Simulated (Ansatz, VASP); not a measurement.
Mg3S2: VASP beside Ansatz

```
CELL_PARAMETERS angstrom
3.69511 0.00000 0.00000
-1.84755 3.20006 0.00000
0.00000 0.00000 17.73580
ATOMIC_POSITIONS crystal
Mg 0.33333 0.66667 0.83009
Mg 0.66667 0.33333 0.33009
Mg 0.66667 0.33333 0.16991
Mg 0.33333 0.66667 0.66991
Mg 0.00000 0.00000 0.00000
Mg 0.00000 0.00000 0.50000
S 0.66667 0.33333 0.91441
S 0.33333 0.66667 0.41441
S 0.66667 0.33333 0.58559
S 0.33333 0.66667 0.08559
```

Change from the starting cell: species swapped into the Ti3C2 type (P6_3/mmc, No. 194).

Alike in both runs: functional PBE; k mesh 12 × 12 × 2; occupations gaussian, width 0.02 eV; no spin polarisation.

Ansatz relaxed the structure, and its values are those at the end. VASP's run is a single point on that final structure, the one shown.

|  | VASP | Ansatz |
| --- | --- | --- |
| version | VASP 6.6.1 | Ansatz 0.2.0 |
| potentials or method | VASP PAW PBE potentials, release 64 (Mg, S), cutoff 520 eV | scalar-relativistic, plane waves, PAW |
| valence electrons in the cell | 36 | 84 |

|  | VASP | Ansatz | Ansatz less VASP |
| --- | --- | --- | --- |
| gap on the k mesh at the Fermi level (eV) | 0.35 | 0.35 | +0.001 |
| least direct gap on the mesh (eV) | 0.43 | 0.43 | +0.005 |
| pressure (GPa) | -0.2 | 0.0 | +0.19 |

VASP's potentials hold 36 valence electrons a cell and Ansatz's 84, so a difference there can come from the potentials and not from the codes.
